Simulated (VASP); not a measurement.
The system is BaTe.

```xyz
2
Lattice="0.0666 3.5990 3.5990 3.5990 0.0666 3.5990 3.5990 3.5990 0.0666" Properties=species:S:1:pos:R:3 pbc="T T T"
Ba    0.0000    0.0000    0.0000
Te    3.6324    3.6324    3.6324
```

This cell differs from its parent crystal: strain along [111] +2.8%.

Base run:

```yaml
Program: VASP 6.6.1
Functional: r2SCAN
Potentials_or_basis: VASP PAW PBE potentials, release 64 (Ba_sv, Te)
Cutoff: 520 eV
k_mesh: 6 × 6 × 6
Occupations: gaussian, width 0.01 eV
Spin: no spin polarisation
```

Its results: band gap on the k mesh 1.95 eV, indirect (least direct gap 2.33 eV); pressure -0.5 GPa.

The run is repeated on the same cell with these changes: functional from r2SCAN to PBE; occupations from gaussian, width 0.01 eV to fermi-dirac, width 0.02 eV. What comes out?

Band gap on the k mesh 1.60 eV, indirect (least direct gap 1.97 eV); pressure -0.5 GPa.

Caveats: spin-orbit coupling is left out, which moves the levels of the heavy elements; the PAW data sets were made with another functional, which shifts forces and pressure a little (some runs).

A k mesh can miss the band edges.
